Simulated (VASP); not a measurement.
Runs of VASP 6.6.1 on Os. The structure is that of space group P6_3/mmc (No. 194), or close to it. The cells are those of the table. 

| level | potentials or basis | spin | cell | k mesh | cutoff (eV) | grid for exact exchange (PRECFOCK) | share of exact exchange | gap on the mesh (eV) | pressure (GPa) |
| --- | --- | --- | --- | --- | --- | --- | --- | --- | --- |
| r2SCAN+D3(BJ) | VASP PAW PBE potentials, release 64 (Os_sv_GW) | off | a = 2.697, b = 2.697, c = 4.261 Å, angles 90.0, 90.0, 120.0°, 2 atoms | 11 × 11 × 6 | 620 | - | - | none | 16.0 |
| r2SCAN | VASP PAW PBE potentials, release 64 (Os) | off | a = 2.770, b = 2.770, c = 4.377 Å, angles 90.0, 90.0, 120.0°, 2 atoms | 11 × 11 × 6 | 520 | - | - | none | -13.8 |
| BLYP+D4 | VASP PAW PBE potentials, release 64 (Os_sv_GW) | off | a = 2.788, b = 2.788, c = 4.404 Å, angles 90.0, 90.0, 120.0°, 2 atoms | 11 × 11 × 6 | 560 | - | - | none | -11.4 |
| PBEsol | VASP PAW PBE potentials, release 64 (Os) | non-collinear, zero start, SOC | a = 2.752, b = 2.752, c = 4.348 Å, angles 90.0, 90.0, 120.0°, 2 atoms | 11 × 11 × 6 | 520 | - | - | - | (c) |
| BHLYP | VASP PAW PBE potentials, release 64 (Os) | off | a = 2.752, b = 2.752, c = 4.348 Å, angles 90.0, 90.0, 120.0°, 2 atoms | 6 × 6 × 3 | 520 | Normal | 0.5 | none | (b) |
| LDA | VASP PAW LDA potentials, release 64 (Os_sv_GW) | off | a = 2.770, b = 2.770, c = 4.377 Å, angles 90.0, 90.0, 120.0°, 2 atoms | 11 × 11 × 6 | 560 | - | - | none | -23.0 |
| PBEsol-based global hybrid with 25 % exact exchange | VASP PAW PBE potentials, release 64 (Os) | off | a = 2.770, b = 2.770, c = 4.377 Å, angles 90.0, 90.0, 120.0°, 2 atoms | 6 × 6 × 3 | 520 | Normal | 0.25 | none | -26.3 |
| r2SCAN+D3(BJ) | VASP PAW PBE potentials, release 64 (Os_sv_GW) | off | a = 2.678, b = 2.678, c = 4.232 Å, angles 90.0, 90.0, 120.0°, 2 atoms | 11 × 11 × 6 | 620 | - | - | none | (a) |

Alike in all rows: task single point; smearing fermi-dirac 0.05 eV.

**Question.** Fill in the values left out.

**Answer.** (a) 27.4; (b) -6.6; (c) -10.0.

Caveats: some runs use coarse meshes; the PAW data sets were made with another functional, which shifts forces and pressure a little (at least some runs); spin-orbit coupling is left out, which moves the levels of the heavy elements (at least some runs); the cell stands under tension (at least some runs); the cell stands under pressure (at least some runs); the dispersion term is far too large for a dense solid, which distorts pressure and volume (at least some runs).

A k mesh can miss the band edges, and rows without SOC leave out spin-orbit coupling on Os.

A gap of «none» marks levels without a gap at the run's occupations.

The runs don't all hold the same shells in valence.
